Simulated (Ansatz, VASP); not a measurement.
One calculation of OsO4, two programs

Contents of INCAR:

```
SYSTEM = OsO4
  ALGO = Normal
  DIPOL = 0.5 0.5 0.660
  EDIFF = 1E-6
  ENCUT = 520
  GGA = PE
  GGA_COMPAT = .FALSE.
  IDIPOL = 3
  ISIF = 2
  ISMEAR = 0
  IVDW = 12
  LASPH = .TRUE.
  LCHARG = .FALSE.
  LDIPOL = .TRUE.
  LREAL = .FALSE.
  LWAVE = .FALSE.
  NBANDS = 28
  NELM = 120
  NELMDL = -8
  PREC = Accurate
  SIGMA = 0.1
```

KPOINTS

```
k-points
0
G
  3 3 1
  0 0 0
```

Contents of POSCAR:

```
OsO4
1.0
    6.0686302234      0.0000000000      0.0000000000
    0.0000000000      6.0686302234      0.0000000000
    0.0000000000      0.0000000000     26.4228543752
Os O
1 4
Direct
    0.2500010010      0.5997077376      0.6606703731
    0.0200326889      0.4892077456      0.6297664046
    0.2500513119      0.5144814198      0.7224480809
    0.2499878172      0.8841415372      0.6598060584
    0.4799477621      0.4892504275      0.6297468016
```

Input for Ansatz:

```yaml
crystal:
  lattice:
    - [6.0686302234, 0.0, 0.0]
    - [0.0, 6.0686302234, 0.0]
    - [0.0, 0.0, 26.4228543752]
  atoms:
    - { symbol: Os, position: [0.250001001, 0.5997077376, 0.6606703731] }
    - { symbol: O, position: [0.0200326889, 0.4892077456, 0.6297664046] }
    - { symbol: O, position: [0.2500513119, 0.5144814198, 0.7224480809] }
    - { symbol: O, position: [0.2499878172, 0.8841415372, 0.6598060584] }
    - { symbol: O, position: [0.4799477621, 0.4892504275, 0.6297468016] }
basis:
  ecutwfc: 420
kpoints:
  mp_grid: { grid: [3, 3, 1] }
hamiltonian:
  xc: pbe
  dispersion: d3bj
scf:
  occupations: { method: gaussian, width: 0.1 }
output:
  forces: true
  eigenvalues: true
  write_density: true
  volumetric_format: npy
efield:
  axis: 3
  dipole_correction: true
  ramp_width: 0.04
```

Alike in both runs: task single point; functional PBE; dispersion D3(BJ); k mesh 3 × 3 × 1; occupations gaussian, width 0.1 eV; no spin polarisation.

|  | VASP | Ansatz |
| --- | --- | --- |
| version | VASP 6.6.1 | Ansatz 0.2.0 |
| potentials or method | VASP PAW PBE potentials, release 64 (Os_sv_GW, O), cutoff 520 eV | scalar-relativistic, plane waves, PAW |
| valence electrons in the cell | 40 | 40 |

```tsv
	VASP	Ansatz	Ansatz less VASP
gap on the k mesh at the Fermi level (eV)	3.50	3.51	+0.002
rms of the force components (eV/Å)	0.817	0.902	+0.0850
```

Atom by atom the forces differ by 0.158 eV/Å (rms over components).

Neither program's run includes spin-orbit coupling.
